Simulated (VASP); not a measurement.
Crystal: NaH.

```
Na H
1.0
     0.00000    2.59692    2.58472
     2.59692    0.00000    2.58472
     2.59692    2.59692    0.00000
Na H
1 1
Direct
  0.00000 0.00000 0.00000
  0.25000 0.25000 0.25000
```

This cell differs from its parent crystal: uniaxial z strain -0.5%.

Base run:

| Property | Result |
| --- | --- |
| Program | VASP 6.6.1 |
| Functional | PBE |
| Potentials or basis | VASP PAW PBE potentials, release 64 (Na_pv, H) |
| Cutoff | 520 eV |
| k mesh | 8 × 8 × 8 |
| Occupations | fermi-dirac, width 0.02 eV |
| Spin | no spin polarisation |

Its results: band gap on the k mesh 3.61 eV (least direct gap 4.32 eV); pressure 0.3 GPa.

Problem. The run is repeated on the same cell with these changes: functional from PBE to r2SCAN; occupations from fermi-dirac, width 0.02 eV to gaussian, width 0.01 eV. What comes out?

Solution. Band gap on the k mesh 4.05 eV (least direct gap 4.75 eV); pressure -0.1 GPa.

Caveats: the structure was generated, so it needn't be the stable form of NaH; the PAW data sets were made with another functional, which shifts forces and pressure a little (at least some runs).

A k mesh can miss the band edges.
